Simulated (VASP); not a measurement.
A run of VASP 6.6.1 is set up as follows.

The input INCAR:

```
PREC = Accurate
ENCUT = 520
EDIFF = 1E-7
ISMEAR = -1
SIGMA = 0.1
LREAL = F
LASPH = T
NELM = 100
ALGO = Normal
ISIF = 2
LWAVE = F
LCHARG = F
GGA = PE
NBANDS = 26
```

KPOINTS

```
regular mesh
0
Gamma
  5 5 5
```

File POSCAR:

```
LiY3
1.0
    0.0000000000      3.9888041992      3.9888041992
    3.9888041992      0.0000000000      3.9888041992
    3.9888041992      3.9888041992      0.0000000000
Li Y
1 3
Direct
    0.0000000000      0.0000000000      0.0000000000
    0.2500000000      0.2500000000      0.2500000000
    0.7500000000      0.7500000000      0.7500000000
    0.5000000000      0.5000000000      0.5000000000
```

Potentials or basis: VASP PAW PBE potentials, release 64 (Li_sv, Y_sv).

The run is started by

```bash
$ cat potpaw_PBE.64/Li_sv/POTCAR potpaw_PBE.64/Y_sv/POTCAR > POTCAR
$ mpirun -np 1 vasp_std > vasp.out
```

Task: Predict the band gap on the k mesh.

Result: Zero (bands 18 and 19 overlap by 0.58 eV).
